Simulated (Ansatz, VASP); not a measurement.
## SnS: VASP beside Ansatz

```
Sn S
1.0
    11.09675    0.00000    0.00000
     0.00000    4.14378    0.00000
     0.00000    0.00000    4.23154
Sn S
4 4
Direct
  0.11858 0.25000 0.11017
  0.38142 0.75000 0.61017
  0.61858 0.25000 0.38983
  0.88142 0.75000 0.88983
  0.85335 0.25000 0.47475
  0.64665 0.75000 0.97475
  0.35335 0.25000 0.02525
  0.14665 0.75000 0.52525
```

Change from the starting cell: strain +0.0400 x Voigt [0, 1, 0, 0, 0, 0], atoms carried along.

Alike in both runs: task single point; functional PBEsol; k mesh 4 × 8 × 6; occupations gaussian, width 0.05 eV; no spin polarisation.

|  | VASP | Ansatz |
| --- | --- | --- |
| version | VASP 6.6.1 | Ansatz 0.2.0 |
| potentials or method | VASP PAW PBE potentials, release 64 (Sn_d, S), cutoff 500 eV | scalar-relativistic, plane waves, PAW |
| valence electrons in the cell | 80 | 80 |

```csv
,VASP,Ansatz,Ansatz less VASP
gap on the k mesh at the Fermi level (eV),1.06,1.06,+0.006
least direct gap on the mesh (eV),1.06,1.06,+0.006
pressure (GPa),-2.3,-2.3,+0.01
"traceless stress, the component that is largest in VASP (GPa)",-1.48,-1.48,-0.001
rms of the force components (eV/Å),0.078,0.083,+0.0045
```

VASP's potentials were made for PBE, not for PBEsol. Atom by atom the forces differ by 0.005 eV/Å (rms over components).
